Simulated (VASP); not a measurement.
The system is Ta2N.

```
Ta N
1.0
     3.11286    0.00000    0.00000
    -1.55643    2.69582    0.00000
     0.00000    0.00000    4.86984
Ta N
2 1
Direct
  0.33333 0.66667 0.25471
  0.66667 0.33333 0.74529
  0.00000 0.00000 0.00000
```

| Quantity | Value |
| --- | --- |
| Program | VASP 6.6.1 |
| Task | relaxation of cell and atoms |
| Functional | PBE |
| Dispersion | D3(BJ) |
| Potentials or basis | VASP PAW PBE potentials, release 64 (Ta_pv, N) |
| Cutoff | 600 eV |
| k mesh | 10 × 10 × 6 |
| Occupations | fermi-dirac, width 0.05 eV |
| Spin | no spin polarisation |

At the start: pressure -7.2 GPa; volume 13.62 Å³/atom.

Q: Where does the relaxation end?

A: Over 12 steps the energy falls by 9.1 meV/atom and the volume is 13.26 Å³/atom (-2.7 %); space group P-3m1 (No. 164, to 0.1 Å) before and after.

Step by step:
| step | energy change (eV) | largest force (eV/Å) | pressure (GPa) | volume (Å³) |
| --- | --- | --- | --- | --- |
| 1 | 0.0000 | 0.0397 | -7.19 | 40.87 |
| 2 | 0.1337 | 0.6249 | 21.87 | 37.36 |
| 3 | -0.0241 | 0.1897 | -0.09 | 39.85 |
| 4 | -0.0242 | 0.1928 | 0.04 | 39.83 |
| 5 | -0.0267 | 0.0221 | 0.05 | 39.77 |
| 6 | -0.0269 | 0.0379 | 0.07 | 39.76 |
| 7 | -0.0274 | 0.0062 | -0.09 | 39.78 |
| 8 | -0.0274 | 0.0010 | -0.13 | 39.78 |
| 9 | -0.0274 | 0.0025 | -0.12 | 39.78 |
| 10 | -0.0274 | 0.0035 | -0.12 | 39.78 |
| 11 | -0.0273 | 0.0102 | 0.23 | 39.73 |
| 12 | -0.0274 | 0.0004 | 0.02 | 39.77 |

Final structure:
```xyz
3
Lattice="3.0726 0.0000 0.0000 -1.5363 2.6609 0.0000 0.0000 0.0000 4.8639" Properties=species:S:1:pos:R:3 pbc="T T T"
Ta    0.0000    1.7739    1.2495
Ta    1.5363    0.8870    3.6143
N     0.0000    0.0000    0.0000
```
